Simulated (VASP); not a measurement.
Set up this calculation in VASP 6.6.1, as the native input.

```yaml
Task: single point
Functional: RPBE
Potentials_or_basis: VASP PAW PBE potentials, release 64 (Cd, S)
Cutoff: 520 eV
k_mesh: 7 × 7 × 4
Occupations: gaussian, width 0.02 eV
Spin: no spin polarisation
Dipole_correction: no
Further_INCAR_settings: ALGO = Normal; EDIFF = 1e-07; NBANDS = 26
```

The structure of CdS lies in POSCAR:

```
CdS
1.0
    4.1500000000      0.0000000000      0.0000000000
   -2.0750000000      3.5940054257      0.0000000000
    0.0000000000      0.0000000000      6.7370000000
Cd S
2 2
Direct
    0.6666666667      0.3333333333      0.5000000000
    0.3333333333      0.6666666667      0.0000000000
    0.6666666667      0.3333333333      0.8750000000
    0.3333333333      0.6666666667      0.3750000000
```

The input as run:

INCAR

```
  PREC = Accurate
  ENCUT = 520
  EDIFF = 1E-7
  ISMEAR = 0
  SIGMA = 0.02
  LREAL = F
  LASPH = T
  NELM = 100
  ALGO = Normal
  ISIF = 2
  LWAVE = F
  LCHARG = F
  GGA = RP
  NBANDS = 26
```

KPOINTS

```
Automatic mesh
0
Gamma
  7 7 4
```

Potentials or basis: VASP PAW PBE potentials, release 64 (Cd, S).

Run with:

```sh
$ cat potpaw_PBE.64/Cd/POTCAR potpaw_PBE.64/S/POTCAR > POTCAR
$ mpirun -np 1 vasp_std > vasp.out
```

Results of the run:

- Pressure: 4.6 GPa
- Largest force: 0.071 eV/Å
- Band gap on the k mesh: 1.38 eV

Caveat: the cell stands under pressure; the PAW data sets were made with another functional, which shifts forces and pressure a little.

It took 37 s on 1 thread of Intel(R) Xeon(R) Platinum 8488C (Sapphire Rapids), with other jobs on the host, peak memory 0.23 GiB.
